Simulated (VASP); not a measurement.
Write the native input for VASP 6.6.1 that does the following.

```yaml
Task: relaxation of cell and atoms
Functional: PBE
Potentials_or_basis: VASP PAW PBE potentials, release 64 (Hf_pv, Ta_pv)
Cutoff: 500 eV
k_mesh: 12 × 12 × 8
Occupations: gaussian, width 0.1 eV
Spin: no spin polarisation
Dipole_correction: no
Further_INCAR_settings: ALGO = Normal; EDIFF = 1e-07; IBRION = 2; EDIFFG = -0.01; NSW = 100; ISIF = 3
```

The structure of Hf4Ta lies in POSCAR:

```
Hf4Ta
1.0
    4.8818039676      0.0000000000      0.0000000000
   -2.4409019838      4.2277662522      0.0000000000
    0.0000000000      0.0000000000      5.8099215642
Hf Ta
4 1
Direct
    0.3333333333      0.6666666667      0.7394414038
    0.6666666667      0.3333333333      0.7394414038
    0.6666666667      0.3333333333      0.2605585962
    0.3333333333      0.6666666667      0.2605585962
    0.0000000000      0.0000000000      0.5000000000
```

The cell was generated, and may not be a known phase.

These files were run (other wordings do the same):

INCAR

```
ALGO = Normal
EDIFF = 1E-7
EDIFFG = -0.01
ENCUT = 500
GGA = PE
GGA_COMPAT = False
IBRION = 2
ISIF = 3
ISMEAR = 0
LASPH = True
LCHARG = False
LREAL = False
LWAVE = False
NELM = 120
NELMIN = 4
NSW = 100
PREC = Accurate
SIGMA = 0.1
```

KPOINTS

```
k-points
0
Gamma
  12 12 8
```

Potentials or basis: VASP PAW PBE potentials, release 64 (Hf_pv, Ta_pv).

Command:

```console
$ cat potpaw_PBE.64/Hf_pv/POTCAR potpaw_PBE.64/Ta_pv/POTCAR > POTCAR
$ mpirun -np 1 vasp_std > vasp.out
```

It gave:

```
Relaxed volume                        : 23.98 Å³/atom
Relaxed cell                          : a = 4.864 Å, b = 4.864 Å, c = 5.852 Å, α = 90.00°, β = 90.00°, γ = 120.00°
Space group after relaxing (to 0.1 Å) : P6/mmm (No. 191)
Energy gained by relaxing             : 0.8 meV/atom
Ionic steps                           : 6
Pressure after relaxing               : 0.0 GPa
Largest force after relaxing          : 0.009 eV/Å
Band gap on the k mesh                : zero (an odd number of electrons rules out a gap without spin polarisation)
```

Caveat: spin-orbit coupling is left out, which moves the levels of the heavy elements.

Wall time 8.3 min on 1 thread of Intel(R) Xeon(R) 6975P-C (Granite Rapids), on a shared host, peak memory 0.42 GiB.
